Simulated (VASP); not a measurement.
A run of VASP 6.6.1 is set up as follows.

The input INCAR:

```
PREC = Accurate ; ENCUT = 520
EDIFF = 1E-6 ; ISMEAR = -1
SIGMA = 0.05 ; LREAL = F
LASPH = T ; NELM = 100
ALGO = Normal ; ISIF = 2
LWAVE = F ; LCHARG = F
GGA = PS ; NBANDS = 16
```

Contents of KPOINTS:

```
regular mesh
0
Gamma
  12 12 12
```

The input POSCAR:

```
AlRu
1.0
    3.0502737196      0.0000000000      0.0000000000
    0.0000000000      3.0502737196      0.0000000000
    0.0000000000      0.0000000000      3.0502737196
Al Ru
1 1
Direct
    0.0000000000      0.0000000000      0.0000000000
    0.5000000000      0.5000000000      0.5000000000
```

Potentials or basis: VASP PAW PBE potentials, release 64 (Al, Ru_pv).

The run is started by

```bash
$ cat potpaw_PBE.64/Al/POTCAR potpaw_PBE.64/Ru_pv/POTCAR > POTCAR
$ mpirun -np 1 vasp_std > vasp.out
```

Estimate the pressure.

-13.8 GPa.

Caveat: the PAW data sets were made with another functional, which shifts forces and pressure a little.
